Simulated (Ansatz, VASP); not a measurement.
## One calculation of C, two programs

```
C
1.0
     0.00000    1.77692    1.77692
     1.77692    0.00000    1.77692
     1.77692    1.77692    0.00000
C
2
Direct
  0.50000 0.50000 0.50000
  0.75000 0.75000 0.75000
```

Alike in both runs: functional PBEsol; k mesh 12 × 12 × 12; occupations gaussian, width 0.02 eV; no spin polarisation.

Ansatz relaxed the structure, and its values are those at the end. VASP's run is a single point on that final structure, the one shown.

```csv
,VASP,Ansatz
version,VASP 6.6.1,Ansatz 0.2.0
potentials or method,"VASP PAW PBE potentials, release 64 (C), cutoff 520 eV","scalar-relativistic, plane waves, PAW"
valence electrons in the cell,8,8
```

Ansatz gave:

| Property | Result |
| --- | --- |
| gap on the k mesh at the Fermi level (eV) | 4.07 |
| least direct gap on the mesh (eV) | 5.57 |
| pressure (GPa) | 0.0 |

Task: What did VASP give for the same quantities?

Result: gap on the k mesh at the Fermi level (eV): 4.06; least direct gap on the mesh (eV): 5.57; pressure (GPa): 1.1.

VASP's potentials were made for PBE, not for PBEsol.
